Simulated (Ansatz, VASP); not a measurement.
# One calculation of MnO2, two programs

```
CELL_PARAMETERS angstrom
9.32000 0.00000 0.00000
0.00000 2.85000 0.00000
0.00000 0.00000 4.46000
ATOMIC_POSITIONS crystal
Mn 0.64000 0.25000 0.48000
Mn 0.36000 0.75000 0.52000
Mn 0.14000 0.25000 0.02000
Mn 0.86000 0.75000 0.98000
O 0.53500 0.75000 0.29000
O 0.46500 0.25000 0.71000
O 0.03500 0.75000 0.21000
O 0.96500 0.25000 0.79000
O 0.78500 0.25000 0.19000
O 0.21500 0.75000 0.81000
O 0.28500 0.25000 0.31000
O 0.71500 0.75000 0.69000
```

Change from the starting cell: moments +-+- scaled by 0.5, plain SCF.

Alike in both runs: task single point; functional PBEsol; k mesh 2 × 6 × 4; occupations fermi-dirac, width 0.05 eV; collinear spin; Hubbard terms Mn d U = 3.9 eV.

|  | VASP | Ansatz |
| --- | --- | --- |
| version | VASP 6.6.1 | Ansatz 0.2.0 |
| potentials or method | VASP PAW PBE potentials, release 64 (Mn_pv, O), cutoff 520 eV | PAW, plane waves, scalar-relativistic |
| valence electrons in the cell | 100 | 108 |

Ansatz gave:

* pressure (GPa): 3.9
* traceless stress, the component that is largest in VASP (GPa): -5.52
* rms of the force components (eV/Å): 0.806
* net moment per atom (μB): 0.00
* size of the moment on the site where the two differ most (μB): 2.56

Which values does VASP return?

Pressure (GPa): 5.1; traceless stress, the component that is largest in VASP (GPa): -5.47; rms of the force components (eV/Å): 0.822; net moment per atom (μB): 0.00; size of the moment on the site where the two differ most (μB): 2.97.

VASP's potentials were made for PBE, not for PBEsol. Site moments also hang on the region over which each program counts them. The programs project onto different local orbitals, so the same U acts differently, and such runs can settle in different states. Atom by atom the forces differ by 0.041 eV/Å (rms over components). VASP's potentials hold 100 valence electrons a cell and Ansatz's 108, so a difference there can come from the potentials and not from the codes.
